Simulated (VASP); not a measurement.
Write the native input for VASP 6.6.1 that does the following.

* Task: single point
* Functional: RPBE
* Dispersion: D3(BJ)
* Potentials or basis: VASP PAW PBE potentials, release 64 (Co)
* Cutoff: 520 eV
* k mesh: 12 × 12 × 4
* Occupations: fermi-dirac, width 0.05 eV
* Spin: collinear spin, ferromagnetic start
* Starting moments: [2.0, 2.0, 2.0, 2.0] μB
* Dipole correction: no
* Further INCAR settings: ALGO = Fast; EDIFF = 1e-06; NBANDS = 30

The structure of Co lies in POSCAR:

```
Co
1.0
    2.4371717178      0.0000000000      0.0000000000
   -1.2185858589      2.1106526210      0.0000000000
    0.0000000000      0.0000000000      7.9789199430
Co
4
Direct
    0.6666666667      0.3333333333      0.7500000000
    0.0000000000      0.0000000000      0.5000000000
    0.3333333333      0.6666666667      0.2500000000
    0.0000000000      0.0000000000      0.0000000000
```

These files were run (other wordings do the same):

INCAR

```
PREC = Accurate
ENCUT = 520
EDIFF = 1E-6
ISMEAR = -1
SIGMA = 0.05
LREAL = F
LASPH = T
NELM = 150
ALGO = Fast
ISIF = 2
LWAVE = F
LCHARG = F
ISPIN = 2
MAGMOM = 2 2 2 2
LORBIT = 11
LMAXMIX = 4
GGA = RP
IVDW = 12
NBANDS = 30
```

KPOINTS

```
Automatic mesh
0
Gamma
  12 12 4
```

Potentials or basis: VASP PAW PBE potentials, release 64 (Co).

Run with:

```bash
$ cat potpaw_PBE.64/Co/POTCAR > POTCAR
$ mpirun -np 1 vasp_std > vasp.out
```

Results of the run:

```json
{
 "Pressure": "-13.2 GPa",
 "Net moment": "6.44 μB per cell",
 "Site moments": "Co +1.63, +1.61 μB",
 "Valence electrons inside the program's atomic spheres": "Co 8.39",
 "Dispersion energy per atom": "-2.233 eV"
}
```

Caveat: the PAW data sets were made with another functional, which shifts forces and pressure a little; pairwise dispersion overbinds metals, which lowers pressure and volume.

It took 92 s on 1 thread of Intel(R) Xeon(R) 6975P-C (Granite Rapids), on a shared host, peak memory 0.23 GiB.
